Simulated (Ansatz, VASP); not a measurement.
HgTe: VASP beside Ansatz

The input INCAR:

```
PREC = Accurate ; ENCUT = 520
EDIFF = 1E-8 ; ISMEAR = -1
SIGMA = 0.03 ; LREAL = F
LASPH = T ; NELM = 80
ALGO = Normal ; ISIF = 2
LWAVE = F ; LCHARG = F
GGA = PE ; LEFG = T
NBANDS = 16
```

The input KPOINTS:

```
Automatic mesh
0
Gamma
  11 11 11
```

File POSCAR:

```
HgTe
1.0
    0.0000000000      3.2763536562      3.2763536562
    3.2763536562      0.0000000000      3.2763536562
    3.2763536562      3.2763536562      0.0000000000
Hg Te
1 1
Direct
    0.0000000000      0.0000000000      0.0000000000
    0.7500000000      0.7500000000      0.7500000000
```

Input for Ansatz:

```yaml
crystal:
  lattice:
    - [0.0, 3.2763536562, 3.2763536562]
    - [3.2763536562, 0.0, 3.2763536562]
    - [3.2763536562, 3.2763536562, 0.0]
  atoms:
    - { symbol: Hg, position: [0.0, 0.0, 0.0] }
    - { symbol: Te, position: [0.75, 0.75, 0.75] }
kpoints:
  mp_grid: { grid: [11, 11, 11] }
scf:
  occupations: { method: fermi_dirac, width: 0.03 }
hamiltonian:
  xc: pbe
  pseudopotentials: { kind: paw }
output:
  forces: true
  stress: true
  eigenvalues: true
  efg: { contact_densities: true }
```

Change from the starting cell: volume scaled by 1.05, PAW files.

Alike in both runs: task electric field gradients; functional PBE; k mesh 11 × 11 × 11; occupations fermi-dirac, width 0.03 eV; no spin polarisation.

|  | VASP | Ansatz |
| --- | --- | --- |
| version | VASP 6.6.1 | Ansatz 0.2.0 |
| potentials or method | VASP PAW PBE potentials, release 64 (Hg, Te) | PAW with Ansatz's default frozen-core files, scalar-relativistic |
| plane-wave cutoff (eV) | 520 | 420 |
| valence electrons in the cell | 18 | 36 |

```csv
,VASP,Ansatz,Ansatz less VASP
pressure (GPa),1.8,1.7,-0.06
```

VASP's potentials hold 18 valence electrons a cell and Ansatz's 36, so a difference there can come from the potentials and not from the codes.

Neither program's run includes spin-orbit coupling.
